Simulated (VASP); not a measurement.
# Bi (Pm-3m) in VASP: a series of runs, part 2 of 2

VASP 6.6.1. Earlier steps stand in the parts before.

### Step 5. Single point, revPBE

This run uses another cell than the first one, of 35.96 Å³/atom, 1.136 times its volume.

Contents of INCAR:

```
ALGO     = Normal         # electronic algorithm
EDIFF    = 1E-6           # SCF threshold, eV
ENCUT    = 520            # plane-wave cutoff, eV
GGA      = RE             # functional
ISIF     = 2              # what is computed and relaxed
ISMEAR   = -1             # smearing method
LASPH    = True           # aspherical terms in the spheres
LCHARG   = True           # write CHGCAR
LELF     = True           # ELF
LREAL    = False          # projectors in reciprocal space
LVHAR    = True         
LWAVE    = False          # write WAVECAR
NBANDS   = 14             # bands
NELM     = 80             # most SCF steps
PREC     = Accurate       # precision mode
SIGMA    = 0.1            # smearing width, eV
```

Contents of KPOINTS:

```
k-points
0
Gamma
  11 11 11
```

Contents of POSCAR:

```
Bi
1.0
    3.3006219988      0.0000000000      0.0000000000
    0.0000000000      3.3006219988      0.0000000000
    0.0000000000      0.0000000000      3.3006219988
Bi
1
Direct
    0.0000000000      0.0000000000      0.0000000000
```

Potentials or basis: VASP PAW PBE potentials, release 64 (Bi_d).

On the command line:

```sh
$ cat potpaw_PBE.64/Bi_d/POTCAR > POTCAR
$ mpirun -np 1 vasp_std > vasp.out
```

OUTCAR:

```text
EDIFF = 1E-6
   ENCUT = 520
   GGA = RE
   ISIF = 2
   ISMEAR = -1
   LASPH = True
   LREAL = False
   NELM = 80
   PREC = Accurate

 ion  position               nearest neighbor table
   1  0.000  0.000  0.000-

  LATTYP: Found a simple cubic cell.
 ALAT       =     3.3006219988

  Lattice vectors:

 A1 = (   3.3006219988,   0.0000000000,   0.0000000000)
 A2 = (   0.0000000000,   3.3006219988,   0.0000000000)
 A3 = (   0.0000000000,   0.0000000000,   3.3006219988)

Analysis of symmetry for initial positions (statically):
=====================================================================
 Subroutine PRICEL returns:
 Original cell was already a primitive cell.

 Routine SETGRP: Setting up the symmetry group for a
 simple cubic supercell.

 Subroutine GETGRP returns: Found 48 space group operations
 (whereof 48 operations were pure point group operations)
 out of a pool of 48 trial point group operations.

The static configuration has the point symmetry O_h .

Analysis of symmetry for dynamics (positions and initial velocities):
=====================================================================
 Subroutine PRICEL returns:
 Original cell was already a primitive cell.

 Routine SETGRP: Setting up the symmetry group for a
 simple cubic supercell.

 Subroutine GETGRP returns: Found 48 space group operations
 (whereof 48 operations were pure point group operations)
 out of a pool of 48 trial point group operations.

The dynamic configuration has the point symmetry O_h .

 Subroutine INISYM returns: Found 48 space group operations
 (whereof 48 operations are pure point group operations),
 and found     1 'primitive' translations

----------------------------------------------------------------------------------------

                                     Primitive cell

  volume of cell :      35.9573

[... 108 lines left out ...]
  Fermi-wavevector in a.u.,A,eV,Ry     =   1.223234  2.311577 20.358409  1.496301
  Thomas-Fermi vector in A             =   2.358352
   LORBIT       =      0    0 simple, 1 ext, 2 COOP (PROOUT), +10 PAW based schemes
   GGA     = RE    functional components
   LHFCALC =     F    Hartree Fock is set to
   AEXX    =    0.0000 exact exchange contribution
   IVDW    =     0    specifies the selected vdW correction
   LEPSILON=     F    determine dielectric tensor
   LRPA    =     F    only Hartree local field effects (RPA)
 non-spin polarized calculation
  energy-cutoff  :      520.00
  volume of cell :       35.96
 maximum number of plane-waves:       983
 NGX is ok and might be reduce to    28
   NGX = 13   NGY = 13   NGZ = 13

 number of electron      15.0000005 magnetization

 Free energy of the ion-electron system (eV)
  ---------------------------------------------------
  ext. energy  EPLUGINS =         0.00000000
  ---------------------------------------------------
  free energy    TOTEN  =        -3.52236878 eV

  energy without entropy =       -3.50004421  energy(sigma->0) =       -3.51120650

 E-fermi :   6.1092     XC(G=0):  -9.3971

 val. band max:        6.0143891063   @ k =   0.1818   0.0909   0.0000
 cond. band min:       6.1169875624   @ k =   0.1818   0.0909   0.0909
 fundamental gap:      0.1025984561
 Fermi energy:         6.1091761324

 k-point     1 :       0.0000    0.0000    0.0000
  band No.  band energies     occupation
      1     -16.7798      2.00000
      2     -16.7798      2.00000
      3     -16.5058      2.00000
      4     -16.5058      2.00000
      5     -16.5058      2.00000
      6      -6.6647      2.00000
      7       9.1969      0.00000
      8       9.1969      0.00000
      9       9.1969      0.00000
     10      12.2677      0.00000
     11      13.8316      0.00000
     12      13.8316      0.00000
     13      22.8755      0.00000
     14      22.8755      0.00000
[... 377 lines left out ...]
      1     -16.7451      2.00000
      2     -16.6341      2.00000
      3     -16.5528      2.00000
      4     -16.5522      2.00000
      5     -16.5139      2.00000
      6      -5.6634      2.00000
      7       4.2174      2.00000
      8       8.8478      0.00000
      9       9.0262      0.00000
     10      15.0534      0.00000
     11      15.7554      0.00000
     12      17.6783      0.00000
     13      17.8736      0.00000
     14      20.5494      0.00000

 [... further k-points ...]
[... 5 lines left out ...]
  --------------------------------------------------------------------------------------
  -------------------------------------------------------------------------------------
  Total        0.0102732      0.0102732      0.0102732     -0.0000000      0.0000000      0.0000000
  in kB        0.4577520      0.4577520      0.4577520     -0.0000000      0.0000000      0.0000000
  external PRESSURE =       0.4577520 kB  Pullay stress =       0.0000000 kB

 VOLUME and BASIS-vectors are now :
 -----------------------------------------------------------------------------
  energy-cutoff  :      520.00
  volume of cell :       35.96
      direct lattice vectors                 reciprocal lattice vectors
     3.300621999  0.000000000  0.000000000     0.302973197  0.000000000  0.000000000
     0.000000000  3.300621999  0.000000000     0.000000000  0.302973197  0.000000000
     0.000000000  0.000000000  3.300621999     0.000000000  0.000000000  0.302973197

 POSITION                                       TOTAL-FORCE (eV/Angst)
 -----------------------------------------------------------------------------------
      0.00000      0.00000      0.00000         0.000000      0.000000      0.000000
 -----------------------------------------------------------------------------------
    total drift:                               -0.000000     -0.000000     -0.000000

  FREE ENERGIE OF THE ION-ELECTRON SYSTEM (eV)
  ---------------------------------------------------
  free  energy   TOTEN  =        -3.5223687800 eV

  energy  without entropy=       -3.5000442130  energy(sigma->0) =       -3.51120650
```

stdout:

```text
POSCAR found type information on POSCAR Bi
 POSCAR found :  1 types and       1 ions
 scaLAPACK will be used
 -----------------------------------------------------------------------------
|                                                                             |
|                                                                             |
|     You enforced a specific xc type in the INCAR file but a different       |
|     I HOPE YOU KNOW WHAT YOU ARE DOING!                                     |
|                                                                             |
 -----------------------------------------------------------------------------

 LDA part: xc-table for (Slater+PW92), standard interpolation
 POSCAR, INCAR and KPOINTS ok, starting setup
 FFT: planning ... GRIDC
 FFT: planning ... GRID_SOFT
 FFT: planning ... GRID
 WAVECAR not read
 entering main loop
```

Run time: 31 s. Hardware: 1 thread of AMD EPYC 7R13, shared host; peak memory 0.14 GiB.

What came out:

| Property | Result |
| --- | --- |
| Free energy | -3.5224 eV |
| Pressure | 0.0 GPa |

Caveat: the PAW data sets were made with another functional, which shifts forces and pressure a little; spin-orbit coupling is left out, which moves the levels of the heavy elements.

### Step 6. Summary

```tsv
cell	gap on the mesh (eV)	pressure (GPa)
a = 3.163 Å, 1 atom	none	7.4
a = 3.210 Å, 1 atom	none	4.5
a = 3.256 Å, 1 atom	none	1.9
a = 3.301 Å, 1 atom	none	0.0
```

Alike in all rows: task single point; level revPBE; potentials or basis VASP PAW PBE potentials, release 64 (Bi_d); no spin polarisation; k mesh 11 × 11 × 11; cutoff (eV) 520; smearing fermi-dirac 0.1 eV.

Caveats: the PAW data sets were made with another functional, which shifts forces and pressure a little; spin-orbit coupling is left out, which moves the levels of the heavy elements.

Absolute energies hang on the potentials; compare differences alone.
